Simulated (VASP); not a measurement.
# K4I3Br (Pm-3m) in VASP: single point with PBE

Aim: the single point of K4I3Br with PBE.

All numbers are computed with VASP 6.6.1; they aren't measurements. Logs are shortened: lines on timing, memory, paths and dates and some standing lists are left out, and cuts for length are marked.

## Step 1: The cell of the first run

Symmetry: Pm-3m, No. 221, cubic system. Conventional cell: a = 7.117 Å, b = 7.117 Å, c = 7.117 Å, α = 90.00°, β = 90.00°, γ = 90.00°. Within 4.7 Å of K (site symmetry m-3m) lie 6 I at 3.56 Å. K (site symmetry 4/mmm) has 4 I at 3.56 Å and 2 Br at 3.56 Å within 4.7 Å. I (site symmetry 4/mmm) has 6 K at 3.56 Å within 4.7 Å. Br (site symmetry m-3m) has 6 K at 3.56 Å within 4.7 Å.

## Step 2: Single point, PBE

POSCAR reads:

```
K4I3Br
1.0
    7.1165310000      0.0000000000      0.0000000000
    0.0000000000      7.1165310000      0.0000000000
    0.0000000000      0.0000000000      7.1165310000
K I Br
4 3 1
Direct
    0.0000000000      0.0000000000      0.0000000000
    0.5000000000      0.5000000000      0.0000000000
    0.5000000000      0.0000000000      0.5000000000
    0.0000000000      0.5000000000      0.5000000000
    0.0000000000      0.5000000000      0.0000000000
    0.0000000000      0.0000000000      0.5000000000
    0.5000000000      0.0000000000      0.0000000000
    0.5000000000      0.5000000000      0.5000000000
```

INCAR.step1 reads:

```
SYSTEM = K4I3Br
ALGO = Normal
EDIFF = 1E-7
ENCUT = 520
GGA = PE
ISIF = 2
ISMEAR = -1
LASPH = .True.
LCHARG = .True.
LREAL = .False.
LWAVE = .False.
NBANDS = 42
NELM = 80
PREC = Accurate
SIGMA = 0.0511
```

KPOINTS.step1 reads:

```
k-points
0
Gamma
  4 4 4
  0 0 0
```

INCAR.step2 reads:

```
SYSTEM = K4I3Br
ALGO = Normal
EDIFF = 1E-7
ENCUT = 520
GGA = PE
ICHARG = 11
ISIF = 2
ISMEAR = -5
LASPH = .True.
LCHARG = .False.
LORBIT = 11
LREAL = .False.
LWAVE = .False.
NBANDS = 42
NEDOS = 1001
NELM = 80
PREC = Accurate
SIGMA = 0.0511
```

KPOINTS.step2 reads:

```
k-points
0
Gamma
  6 6 6
  0 0 0
```

Potentials or basis: VASP PAW PBE potentials, release 64 (K_sv, I, Br).

The run is started by

```sh
> cat potpaw_PBE.64/K_sv/POTCAR potpaw_PBE.64/I/POTCAR potpaw_PBE.64/Br/POTCAR > POTCAR
> cp INCAR.step1 INCAR
> cp KPOINTS.step1 KPOINTS
> mpirun -np 1 vasp_std > vasp.out
> cp INCAR.step2 INCAR
> cp KPOINTS.step2 KPOINTS
> mpirun -np 1 vasp_std > vasp.out
```

OUTCAR:

```text
SYSTEM = K4I3Br
   EDIFF = 1E-7
   ENCUT = 520
   GGA = PE
   ICHARG = 11
   ISIF = 2
   ISMEAR = -5
   LASPH = .True.
   LORBIT = 11
   LREAL = .False.
   NELM = 80
   PREC = Accurate

 ion  position               nearest neighbor table
   1  0.000  0.000  0.000-   5 3.56   6 3.56   7 3.56   6 3.56   5 3.56   7 3.56
   2  0.500  0.500  0.000-   5 3.56   7 3.56   7 3.56   5 3.56
   3  0.500  0.000  0.500-   6 3.56   7 3.56   7 3.56   6 3.56
   4  0.000  0.500  0.500-   5 3.56   6 3.56   5 3.56   6 3.56
   5  0.000  0.500  0.000-   1 3.56   2 3.56   4 3.56   4 3.56   1 3.56   2 3.56
   6  0.000  0.000  0.500-   1 3.56   3 3.56   4 3.56   1 3.56   4 3.56   3 3.56
   7  0.500  0.000  0.000-   1 3.56   2 3.56   3 3.56   3 3.56   2 3.56   1 3.56
   8  0.500  0.500  0.500-

  LATTYP: Found a simple cubic cell.
 ALAT       =     7.1165310000

  Lattice vectors:

 A1 = (   7.1165310000,   0.0000000000,   0.0000000000)
 A2 = (   0.0000000000,   7.1165310000,   0.0000000000)
 A3 = (   0.0000000000,   0.0000000000,   7.1165310000)

Analysis of symmetry for initial positions (statically):
=====================================================================
 Subroutine PRICEL returns:
 Original cell was already a primitive cell.

 Routine SETGRP: Setting up the symmetry group for a
 simple cubic supercell.

 Subroutine GETGRP returns: Found 48 space group operations
 (whereof 48 operations were pure point group operations)
 out of a pool of 48 trial point group operations.

The static configuration has the point symmetry O_h .

Analysis of symmetry for dynamics (positions and initial velocities):
=====================================================================
 Subroutine PRICEL returns:
 Original cell was already a primitive cell.

 Routine SETGRP: Setting up the symmetry group for a
 simple cubic supercell.

 Subroutine GETGRP returns: Found 48 space group operations
 (whereof 48 operations were pure point group operations)
 out of a pool of 48 trial point group operations.

The dynamic configuration has the point symmetry O_h .

 Subroutine INISYM returns: Found 48 space group operations
 (whereof 48 operations are pure point group operations),
 and found     1 'primitive' translations

----------------------------------------------------------------------------------------

                                     Primitive cell

  volume of cell :     360.4168

  direct lattice vectors                    reciprocal lattice vectors
     7.116531000  0.000000000  0.000000000     0.140517901  0.000000000  0.000000000
     0.000000000  7.116531000  0.000000000     0.000000000  0.140517901  0.000000000
     0.000000000  0.000000000  7.116531000     0.000000000  0.000000000  0.140517901

  length of vectors
     7.116531000  7.116531000  7.116531000     0.140517901  0.140517901  0.140517901

  position of ions in fractional coordinates (direct lattice)
     0.000000000  0.000000000  0.000000000
     0.500000000  0.500000000  0.000000000
     0.500000000  0.000000000  0.500000000
     0.000000000  0.500000000  0.500000000
     0.000000000  0.500000000  0.000000000
     0.000000000  0.000000000  0.500000000
     0.500000000  0.000000000  0.000000000
     0.500000000  0.500000000  0.500000000

  ion indices of the primitive-cell ions
   primitive index   ion index
                 1           1
                 2           2
                 3           3
                 4           4
                 5           5
                 6           6
                 7           7
                 8           8

----------------------------------------------------------------------------------------

 KPOINTS: k-points

Automatic generation of k-mesh.
 Grid dimensions read from file:
 generate k-points for:    6    6    6

 Generating k-lattice:

  Cartesian coordinates                     Fractional coordinates (reciprocal lattice)
     0.023419650  0.000000000  0.000000000     0.166666667  0.000000000  0.000000000
     0.000000000  0.023419650  0.000000000     0.000000000  0.166666667  0.000000000
     0.000000000  0.000000000  0.023419650     0.000000000  0.000000000  0.166666667

  Length of vectors
     0.023419650  0.023419650  0.023419650

  Shift w.r.t. Gamma in fractional coordinates (k-lattice)
     0.000000000  0.000000000  0.000000000

 TETIRR: Found    104 inequivalent tetrahedra from     1296

 Subroutine IBZKPT returns following result:
 ===========================================

 Found     20 irreducible k-points:

 Following reciprocal coordinates:
            Coordinates               Weight
  0.000000  0.000000  0.000000      1.000000
  0.166667  0.000000  0.000000      6.000000
  0.333333  0.000000  0.000000      6.000000
  0.500000  0.000000  0.000000      3.000000
  0.166667  0.166667  0.000000     12.000000
  0.333333  0.166667  0.000000     24.000000
[... 12 lines left out ...]
  0.500000  0.500000  0.333333      6.000000
  0.500000  0.500000  0.500000      1.000000
   k-points           NKPTS =     20   k-points in BZ     NKDIM =     20   number of bands    NBANDS=     42
   number of dos      NEDOS =   1001   number of ions     NIONS =      8
   total plane-waves  NPLWV = 157464
   dimension x,y,z NGX =    54 NGY =   54 NGZ =   54
   dimension x,y,z NGXF=   108 NGYF=  108 NGZF=  108
   ions per type =               4   3   1
   NGX,Y,Z   is equivalent  to a cutoff of  12.61, 12.61, 12.61 a.u.
   NGXF,Y,Z  is equivalent  to a cutoff of  25.23, 25.23, 25.23 a.u.
 SYSTEM =  K4I3Br
   PREC   = accura    normal or accurate (medium, high low for compatibility)
   ISTART =      0    job   : 0-new  1-cont  2-samecut
   ICHARG =     11    charge: 1-file 2-atom 10-const
   ISPIN  =      1    spin polarized calculation?
   LNONCOLLINEAR =      F non collinear calculations
   LSORBIT =      F    spin-orbit coupling
   LASPH  =      T    aspherical Exc in radial PAW
   ENCUT  =  520.0 eV  38.22 Ry    6.18 a.u.  13.23 13.23 13.23*2*pi/ulx,y,z
   NELM   =     80;   NELMIN=  2; NELMDL=  0     # of ELM steps
   EDIFF  = 0.1E-06   stopping-criterion for ELM
   LREAL  =      F    real-space projection
   EDIFFG = 0.1E-05   stopping-criterion for IOM
   NSW    =      0    number of steps for IOM
   IBRION =     -1    ionic relax: 0-MD 1-quasi-New 2-CG
   NFREE  =      0    steps in history (QN), initial steepest desc. (CG)
   ISIF   =      2    stress and relaxation
   ISYM   =      2    0-nonsym 1-usesym 2-fastsym
   POTIM  = 0.5000    time-step for ionic-motion
   TEBEG  =    0.0;   TEEND  =   0.0 temperature during run
   PSTRESS=    0.0 pullay stress
   NELECT =      64.0000    total number of electrons
   NUPDOWN=      -1.0000    fix difference up-down
   EMIN   =  10.00;   EMAX   =-10.00  energy-range for DOS
   EFERMI =   0.00;   METHOD = LEGACY
   ISMEAR =    -5;   SIGMA  =   0.05  broadening in eV -4-tet -1-fermi 0-gaus
   EFERMI_NEDOS =   21; number of points for ismear=-14 and -15
   IALGO  =     38    algorithm
   IMIX   =      4    mixing-type and parameters
     AMIX     =   0.40;   BMIX     =  1.00
     AMIX_MAG =   1.60;   BMIX_MAG =  1.00
  volume/ion in A,a.u.               =      45.05       304.03
  Fermi-wavevector in a.u.,A,eV,Ry     =   0.920167  1.738863 11.520143  0.846707
  Thomas-Fermi vector in A             =   2.045442
   LORBIT       =     11    0 simple, 1 ext, 2 COOP (PROOUT), +10 PAW based schemes
   GGA     = PE    functional components
   LHFCALC =     F    Hartree Fock is set to
   AEXX    =    0.0000 exact exchange contribution
   IVDW    =     0    specifies the selected vdW correction
   LEPSILON=     F    determine dielectric tensor
   LRPA    =     F    only Hartree local field effects (RPA)
 non-spin polarized calculation
 Fermi weights with tetrahedron method with Bloechl corrections
  energy-cutoff  :      520.00
  volume of cell :      360.42
 maximum number of plane-waves:      9808
 NGX is ok and might be reduce to    54

 number of electron      63.9999984 magnetization

 Free energy of the ion-electron system (eV)
  ---------------------------------------------------
  ext. energy  EPLUGINS =         0.00000000
  ---------------------------------------------------
  free energy    TOTEN  =       -22.82856742 eV

  energy without entropy =      -22.82856742  energy(sigma->0) =      -22.82856742

 E-fermi :  -0.9973     XC(G=0):  -6.9494

 val. band max:       -1.0113652210   @ k =   0.0000   0.0000   0.0000
 cond. band min:       2.8857017247   @ k =   0.0000   0.0000   0.0000
 fundamental gap:      3.8970669457
 Fermi energy:        -0.9972902464

 k-point     1 :       0.0000    0.0000    0.0000
  band No.  band energies     occupation
      1     -29.5054      2.00000
      2     -29.5036      2.00000
      3     -29.5036      2.00000
      4     -29.4977      2.00000
      5     -13.2255      2.00000
      6     -13.0254      2.00000
[... 34 lines left out ...]
     41       5.7362      0.00000
     42       5.7362      0.00000

 k-point     2 :       0.1667    0.0000    0.0000
  band No.  band energies     occupation
      1     -29.5053      2.00000
      2     -29.5037      2.00000
      3     -29.5036      2.00000
      4     -29.4977      2.00000
      5     -13.2558      2.00000
      6     -13.0286      2.00000
[... 799 lines left out ...]
     41       6.8355      0.00000
     42       6.8548      0.00000

 k-point    20 :       0.5000    0.5000    0.5000
  band No.  band energies     occupation
      1     -29.5042      2.00000
      2     -29.5042      2.00000
      3     -29.5042      2.00000
      4     -29.4978      2.00000
      5     -13.4399      2.00000
      6     -13.1166      2.00000
[... 34 lines left out ...]
     41       7.1538      0.00000
     42       7.1622      0.00000

------------------------ aborting loop because EDIFF is reached ----------------------------------------

  FORCE on cell =-STRESS in cart. coord.  units (eV):
  Direction    XX          YY          ZZ          XY          YZ          ZX
  --------------------------------------------------------------------------------------
  -------------------------------------------------------------------------------------
  Total       -0.3167403     -0.3167403     -0.3167403     -0.0000000     -0.0000000      0.0000000
  in kB       -1.4080200     -1.4080200     -1.4080200     -0.0000000     -0.0000000      0.0000000
  external PRESSURE =      -1.4080200 kB  Pullay stress =       0.0000000 kB

 VOLUME and BASIS-vectors are now :
 -----------------------------------------------------------------------------
  energy-cutoff  :      520.00
  volume of cell :      360.42
      direct lattice vectors                 reciprocal lattice vectors
     7.116531000  0.000000000  0.000000000     0.140517901  0.000000000  0.000000000
     0.000000000  7.116531000  0.000000000     0.000000000  0.140517901  0.000000000
     0.000000000  0.000000000  7.116531000     0.000000000  0.000000000  0.140517901

 POSITION                                       TOTAL-FORCE (eV/Angst)
 -----------------------------------------------------------------------------------
      0.00000      0.00000      0.00000         0.000000      0.000000      0.000000
      3.55827      3.55827      0.00000         0.000000      0.000000      0.000000
      3.55827      0.00000      3.55827         0.000000      0.000000      0.000000
      0.00000      3.55827      3.55827         0.000000      0.000000      0.000000
      0.00000      3.55827      0.00000         0.000000      0.000000      0.000000
      0.00000      0.00000      3.55827         0.000000      0.000000      0.000000
      3.55827      0.00000      0.00000         0.000000      0.000000      0.000000
      3.55827      3.55827      3.55827         0.000000      0.000000      0.000000
 -----------------------------------------------------------------------------------
    total drift:                                0.000000     -0.000000      0.000000

  FREE ENERGIE OF THE ION-ELECTRON SYSTEM (eV)
  ---------------------------------------------------
  free  energy   TOTEN  =       -22.8285674250 eV

  energy  without entropy=      -22.8285674250  energy(sigma->0) =      -22.82856742

 total charge

# of ion       s       p       d       tot
------------------------------------------
    1        1.957   5.577   0.022   7.555
    2        1.955   5.575   0.019   7.550
    3        1.955   5.575   0.019   7.550
    4        1.955   5.575   0.019   7.550
    5        1.492   2.853   0.001   4.346
    6        1.492   2.853   0.001   4.346
    7        1.492   2.853   0.001   4.346
    8        1.599   3.270   0.000   4.870
--------------------------------------------------
tot         13.897  34.133   0.081  48.111
```

It took 12 min on 1 thread of Intel Xeon 8259CL, shared host; peak memory 0.53 GiB.

What came out:

```
Valence electrons inside the program's atomic spheres : K 7.55; I 4.35; Br 4.87
```

Caveat: spin-orbit coupling is left out, which moves the levels of the heavy elements.
